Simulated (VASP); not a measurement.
V:

```
CELL_PARAMETERS angstrom
-1.51337 1.51337 1.51337
1.51337 -1.51337 1.51337
1.51337 1.51337 -1.51337
ATOMIC_POSITIONS crystal
V 0.00000 0.00000 0.00000
```

Base run:

```yaml
Program: VASP 6.6.1
Functional: BLYP
Potentials_or_basis: VASP PAW PBE potentials, release 64 (V_sv)
Cutoff: 520 eV
k_mesh: 24 × 24 × 24
Occupations: fermi-dirac, width 0.1 eV
Spin: no spin polarisation
```

Its results: pressure 0.4 GPa.

The run is repeated on the same cell with these changes: cutoff from 520 eV to 500 eV; k mesh from 24 × 24 × 24 to 8 × 8 × 8. What comes out?

Pressure -0.5 GPa.

Caveats: some runs use coarse meshes; the PAW data sets were made with another functional, which shifts forces and pressure a little.
